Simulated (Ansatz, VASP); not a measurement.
**One calculation of Pt, two programs**

```
CELL_PARAMETERS angstrom
0.00000 2.93661 2.93661
2.93661 0.00000 2.93661
2.93661 2.93661 0.00000
ATOMIC_POSITIONS crystal
Pt 0.12500 0.12500 0.12500
Pt 0.87500 0.87500 0.87500
```

Alike in both runs: task single point; functional r2SCAN; k mesh 11 × 11 × 11; occupations fermi-dirac, width 0.1 eV; no spin polarisation.

|  | VASP | Ansatz |
| --- | --- | --- |
| version | VASP 6.6.1 | Ansatz 0.2.0 |
| potentials or method | VASP PAW PBE potentials, release 64 (Pt), cutoff 520 eV | plane waves (500 eV) with PAW, scalar-relativistic |
| valence electrons in the cell | 20 | 36 |

```csv
,VASP,Ansatz,Ansatz less VASP
pressure (GPa),-7.9,-8.0,-0.05
```

VASP's potentials were made for PBE, not for r2SCAN. VASP's potentials hold 20 valence electrons a cell and Ansatz's 36, so a difference there can come from the potentials and not from the codes.

Spin-orbit coupling is off throughout.
